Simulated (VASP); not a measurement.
# Cu in VASP: notebook

Runs on Cu. Level: PBEsol. Tasks: single point.

Program: VASP 6.6.1. These are calculated values, not measurements. Logs are shortened: lines on timing, memory, paths and dates and some standing lists are left out, and cuts for length are marked.

## (1) The cell of the first run

The cell holds a slab with vacuum, 4 atoms: a = 2.520 Å, b = 3.564 Å, c = 19.780 Å, α = 90.00°, β = 90.00°, γ = 90.00°.

## (2) Single point, PBEsol

File INCAR:

```
ALGO     = Normal         # electronic algorithm
DIPOL    = 0.5 0.5 0.500
EDIFF    = 1E-7           # SCF threshold, eV
ENCUT    = 520            # plane-wave cutoff, eV
GGA      = PS             # functional
IDIPOL   = 3            
ISIF     = 2              # what is computed and relaxed
ISMEAR   = -1             # smearing method
LASPH    = T              # aspherical terms in the spheres
LCHARG   = F              # write CHGCAR
LDIPOL   = T            
LREAL    = F              # projectors in reciprocal space
LWAVE    = F              # write WAVECAR
NBANDS   = 30             # bands
NELM     = 80             # most SCF steps
PREC     = Accurate       # precision mode
SIGMA    = 0.1            # smearing width, eV
```

File KPOINTS:

```
k-points
0
Gamma
  14 10 1
```

File POSCAR:

```
Cu
1.0
    2.5198192003      0.0000000000      0.0000000000
    0.0000000000      3.5635624878      0.0000000000
    0.0000000000      0.0000000000     19.7797000000
Cu
4
Direct
    0.2500000000      0.2500000000      0.4044543446
    0.7500000000      0.7500000000      0.4681514479
    0.2500000000      0.2500000000      0.5318485517
    0.7500000000      0.7500000000      0.5955456554
```

Potentials or basis: VASP PAW PBE potentials, release 64 (Cu).

On the command line:

```
$ cat potpaw_PBE.64/Cu/POTCAR > POTCAR
$ mpirun -np 1 vasp_std > vasp.out
```

OUTCAR:

```text
EDIFF = 1E-7
   ENCUT = 520
   GGA = PS
   ISIF = 2
   ISMEAR = -1
   LASPH = T
   LREAL = F
   NELM = 80
   PREC = Accurate

 ion  position               nearest neighbor table
   1  0.250  0.250  0.404-   2 2.52   2 2.52   2 2.52   2 2.52   3 2.52
   2  0.750  0.750  0.468-   1 2.52   1 2.52   1 2.52   1 2.52   3 2.52   3 2.52   3 2.52   3 2.52
                             4 2.52
   3  0.250  0.250  0.532-   1 2.52   4 2.52   4 2.52   4 2.52   4 2.52   2 2.52   2 2.52   2 2.52
                             2 2.52
   4  0.750  0.750  0.596-   3 2.52   3 2.52   3 2.52   3 2.52   2 2.52

  LATTYP: Found a simple orthorhombic cell.
 ALAT       =     2.5198192003
 B/A-ratio  =     1.4142135624
 C/A-ratio  =     7.8496504819

  Lattice vectors:

 A1 = (   2.5198192003,   0.0000000000,   0.0000000000)
 A2 = (   0.0000000000,   3.5635624878,   0.0000000000)
 A3 = (   0.0000000000,   0.0000000000,  19.7797000000)

Analysis of symmetry for initial positions (statically):
=====================================================================
 Subroutine PRICEL returns:
 Original cell was already a primitive cell.

 Routine SETGRP: Setting up the symmetry group for a
 simple orthorhombic supercell.

 Subroutine GETGRP returns: Found  8 space group operations
 (whereof  2 operations were pure point group operations)
 out of a pool of  8 trial point group operations.

The static configuration has the point symmetry S_2 .
 The point group associated with its full space group is D_2h.

Analysis of symmetry for dynamics (positions and initial velocities):
=====================================================================
 Subroutine PRICEL returns:
 Original cell was already a primitive cell.

 Routine SETGRP: Setting up the symmetry group for a
 simple orthorhombic supercell.

 Subroutine GETGRP returns: Found  8 space group operations
 (whereof  2 operations were pure point group operations)
 out of a pool of  8 trial point group operations.

The dynamic configuration has the point symmetry S_2 .
 The point group associated with its full space group is D_2h.

 Subroutine INISYM returns: Found  8 space group operations
 (whereof  2 operations are pure point group operations),
 and found     1 'primitive' translations

----------------------------------------------------------------------------------------

                                     Primitive cell

  volume of cell :     177.6125

  direct lattice vectors                    reciprocal lattice vectors
     2.519819200  0.000000000  0.000000000     0.396853869  0.000000000  0.000000000
     0.000000000  3.563562488  0.000000000     0.000000000  0.280618062  0.000000000
     0.000000000  0.000000000 19.779700000     0.000000000  0.000000000  0.050556884

  length of vectors
     2.519819200  3.563562488 19.779700000     0.396853869  0.280618062  0.050556884

  position of ions in fractional coordinates (direct lattice)
     0.250000000  0.250000000  0.404454345
     0.750000000  0.750000000  0.468151448
     0.250000000  0.250000000  0.531848552
     0.750000000  0.750000000  0.595545655

  ion indices of the primitive-cell ions
   primitive index   ion index
                 1           1
                 2           2
                 3           3
                 4           4

----------------------------------------------------------------------------------------

 KPOINTS: k-points

Automatic generation of k-mesh.
 Grid dimensions read from file:
 generate k-points for:   14   10    1

 Generating k-lattice:

  Cartesian coordinates                     Fractional coordinates (reciprocal lattice)
     0.028346705  0.000000000  0.000000000     0.071428571  0.000000000  0.000000000
     0.000000000  0.028061806  0.000000000     0.000000000  0.100000000  0.000000000
     0.000000000  0.000000000  0.050556884     0.000000000  0.000000000  1.000000000

  Length of vectors
     0.028346705  0.028061806  0.050556884

  Shift w.r.t. Gamma in fractional coordinates (k-lattice)
     0.000000000  0.000000000  0.000000000

 Subroutine IBZKPT returns following result:
 ===========================================

 Found     48 irreducible k-points:

 Following reciprocal coordinates:
            Coordinates               Weight
  0.000000  0.000000  0.000000      1.000000
  0.071429  0.000000  0.000000      2.000000
  0.142857  0.000000  0.000000      2.000000
  0.214286  0.000000  0.000000      2.000000
  0.285714  0.000000  0.000000      2.000000
  0.357143  0.000000  0.000000      2.000000
[... 16 lines left out ...]
  0.428571  0.200000  0.000000      4.000000
  0.500000  0.200000  0.000000      2.000000
 [... further k-points ...]
   k-points           NKPTS =     48   k-points in BZ     NKDIM =     48   number of bands    NBANDS=     30
   number of dos      NEDOS =    301   number of ions     NIONS =      4
   total plane-waves  NPLWV =  84000
   dimension x,y,z NGX =    20 NGY =   28 NGZ =  150
   dimension x,y,z NGXF=    40 NGYF=   56 NGZF=  300
   ions per type =               4
   NGX,Y,Z   is equivalent  to a cutoff of  13.20, 13.06, 12.61 a.u.
   NGXF,Y,Z  is equivalent  to a cutoff of  26.39, 26.12, 25.21 a.u.
 SYSTEM =  unknown system
   PREC   = accura    normal or accurate (medium, high low for compatibility)
   ISTART =      0    job   : 0-new  1-cont  2-samecut
   ICHARG =      2    charge: 1-file 2-atom 10-const
   ISPIN  =      1    spin polarized calculation?
   LNONCOLLINEAR =      F non collinear calculations
   LSORBIT =      F    spin-orbit coupling
   LASPH  =      T    aspherical Exc in radial PAW
   ENCUT  =  520.0 eV  38.22 Ry    6.18 a.u.   4.69  6.63 36.78*2*pi/ulx,y,z
   NELM   =     80;   NELMIN=  2; NELMDL= -5     # of ELM steps
   EDIFF  = 0.1E-06   stopping-criterion for ELM
   LREAL  =      F    real-space projection
   EDIFFG = 0.1E-05   stopping-criterion for IOM
   NSW    =      0    number of steps for IOM
   IBRION =     -1    ionic relax: 0-MD 1-quasi-New 2-CG
   NFREE  =      0    steps in history (QN), initial steepest desc. (CG)
   ISIF   =      2    stress and relaxation
   ISYM   =      2    0-nonsym 1-usesym 2-fastsym
   POTIM  = 0.5000    time-step for ionic-motion
   TEBEG  =    0.0;   TEEND  =   0.0 temperature during run
   PSTRESS=    0.0 pullay stress
   NELECT =      44.0000    total number of electrons
   NUPDOWN=      -1.0000    fix difference up-down
   EMIN   =  10.00;   EMAX   =-10.00  energy-range for DOS
   EFERMI =   0.00;   METHOD = LEGACY
   ISMEAR =    -1;   SIGMA  =   0.10  broadening in eV -4-tet -1-fermi 0-gaus
   EFERMI_NEDOS =   21; number of points for ismear=-14 and -15
   IALGO  =     38    algorithm
   IMIX   =      4    mixing-type and parameters
     AMIX     =   0.40;   BMIX     =  1.00
     AMIX_MAG =   1.60;   BMIX_MAG =  1.00
  volume/ion in A,a.u.               =      44.40       299.65
  Fermi-wavevector in a.u.,A,eV,Ry     =   1.028177  1.942973 14.383372  1.057148
  Thomas-Fermi vector in A             =   2.162160
   LORBIT       =      0    0 simple, 1 ext, 2 COOP (PROOUT), +10 PAW based schemes
   GGA     = PS    functional components
   LHFCALC =     F    Hartree Fock is set to
   AEXX    =    0.0000 exact exchange contribution
   IVDW    =     0    specifies the selected vdW correction
   LEPSILON=     F    determine dielectric tensor
   LRPA    =     F    only Hartree local field effects (RPA)
 non-spin polarized calculation
  energy-cutoff  :      520.00
  volume of cell :      177.61
 maximum number of plane-waves:      4814
 NGX is ok and might be reduce to    20
   NGX =  9   NGY = 13   NGZ = 73

 number of electron      43.9999956 magnetization

 dipolmoment           0.000000      0.000000      0.000000 electrons x Angstroem

 Free energy of the ion-electron system (eV)
  ---------------------------------------------------
  ext. energy  EPLUGINS =         0.00000000
  ---------------------------------------------------
  free energy    TOTEN  =       -15.06274083 eV

  energy without entropy =      -15.01657085  energy(sigma->0) =      -15.03965584

 E-fermi :  -1.2870     XC(G=0):  -4.4063

 val. band max:       -1.3354464981   @ k =   0.4286   0.0000   0.0000
 cond. band min:      -1.2503282587   @ k =   0.0000   0.3000   0.0000
 fundamental gap:      0.0851182394
 Fermi energy:        -1.2870162223

 k-point     1 :       0.0000    0.0000    0.0000
  band No.  band energies     occupation
      1      -9.7933      2.00000
      2      -7.0647      2.00000
      3      -5.8320      2.00000
      4      -5.3301      2.00000
      5      -5.1988      2.00000
      6      -4.6050      2.00000
[... 22 lines left out ...]
     29       5.5039      0.00000
     30       5.8010      0.00000

 k-point     2 :       0.0714    0.0000    0.0000
  band No.  band energies     occupation
      1      -9.6681      2.00000
      2      -6.9597      2.00000
      3      -5.7715      2.00000
      4      -5.2880      2.00000
      5      -5.1010      2.00000
      6      -4.6555      2.00000
[... 22 lines left out ...]
     29       5.6568      0.00000
     30       5.9278      0.00000

 k-point     3 :       0.1429    0.0000    0.0000
  band No.  band energies     occupation
      1      -9.2989      2.00000
      2      -6.6722      2.00000
      3      -5.6028      2.00000
      4      -5.1636      2.00000
      5      -4.8244      2.00000
      6      -4.7864      2.00000
[... 22 lines left out ...]
     29       6.1049      0.00000
     30       6.3002      0.00000

 k-point     4 :       0.2143    0.0000    0.0000
  band No.  band energies     occupation
      1      -8.7077      2.00000
      2      -6.3036      2.00000
      3      -5.3514      2.00000
      4      -5.0002      2.00000
      5      -4.9791      2.00000
      6      -4.9579      2.00000
[... 616 lines left out ...]
     29       6.4378      0.00000
     30       7.0240      0.00000

 k-point    23 :       0.4286    0.2000    0.0000
  band No.  band energies     occupation
      1      -6.2280      2.00000
      2      -5.7146      2.00000
      3      -5.5159      2.00000
      4      -5.4547      2.00000
      5      -4.9944      2.00000
      6      -4.8863      2.00000
[... 22 lines left out ...]
     29       7.2029      0.00000
     30       7.6306      0.00000

 k-point    24 :       0.5000    0.2000    0.0000
  band No.  band energies     occupation
      1      -5.8928      2.00000
      2      -5.8928      2.00000
      3      -5.5160      2.00000
      4      -5.5160      2.00000
      5      -4.9435      2.00000
      6      -4.9435      2.00000
[... 22 lines left out ...]
     29       7.8274      0.00000
     30       7.8274      0.00000

 [... further k-points ...]

------------------------ aborting loop because EDIFF is reached ----------------------------------------

 vacuum level on the upper side and lower side of the slab       (xc-potential included)        -0.095        -0.095

  FORCE on cell =-STRESS in cart. coord.  units (eV):
  Direction    XX          YY          ZZ          XY          YZ          ZX
  --------------------------------------------------------------------------------------
  -------------------------------------------------------------------------------------
  Total       -2.6141681     -2.6700263     -1.0903885      0.0000000      0.0000000      0.0000000
  in kB      -23.5814567    -24.0853334     -9.8359974      0.0000000      0.0000000      0.0000000
  external PRESSURE =     -19.1675958 kB  Pullay stress =       0.0000000 kB

 VOLUME and BASIS-vectors are now :
 -----------------------------------------------------------------------------
  energy-cutoff  :      520.00
  volume of cell :      177.61
      direct lattice vectors                 reciprocal lattice vectors
     2.519819200  0.000000000  0.000000000     0.396853869  0.000000000  0.000000000
     0.000000000  3.563562488  0.000000000     0.000000000  0.280618062  0.000000000
     0.000000000  0.000000000 19.779700000     0.000000000  0.000000000  0.050556884

 POSITION                                       TOTAL-FORCE (eV/Angst)
 -----------------------------------------------------------------------------------
      0.62995      0.89089      7.99999         0.000000      0.000000      0.416944
      1.88986      2.67267      9.25990         0.000000     -0.000000     -0.412892
      0.62995      0.89089     10.51980         0.000000     -0.000000      0.412892
      1.88986      2.67267     11.77971         0.000000     -0.000000     -0.416944
 -----------------------------------------------------------------------------------
    total drift:                               -0.000000     -0.000000      0.000007

  FREE ENERGIE OF THE ION-ELECTRON SYSTEM (eV)
  ---------------------------------------------------
  free  energy   TOTEN  =       -15.0627408265 eV

  energy  without entropy=      -15.0165708545  energy(sigma->0) =      -15.03965584

 vacuum level on the upper side and lower side of the slab         3.146         3.146
```

It took 5.1 min on 1 thread of Intel Xeon Platinum 8488C (Sapphire Rapids), shared host; peak memory 0.37 GiB.

What came out:

* Free energy: -15.0627 eV
* Largest force: 0.417 eV/Å
* Band gap on the k mesh: zero (bands 22 and 23 overlap by 2.61 eV)

Forces in eV/Å, atoms in the order of the input:
```
Cu   0.000  0.000  0.417
Cu   0.000  0.000 -0.413
Cu   0.000  0.000  0.413
Cu   0.000  0.000 -0.417
```

Caveat: the PAW data sets were made with another functional, which shifts forces and pressure a little.

[end of part 1 of 3]

The gap in the log of VASP goes by the Fermi energy; the results here count the filled bands.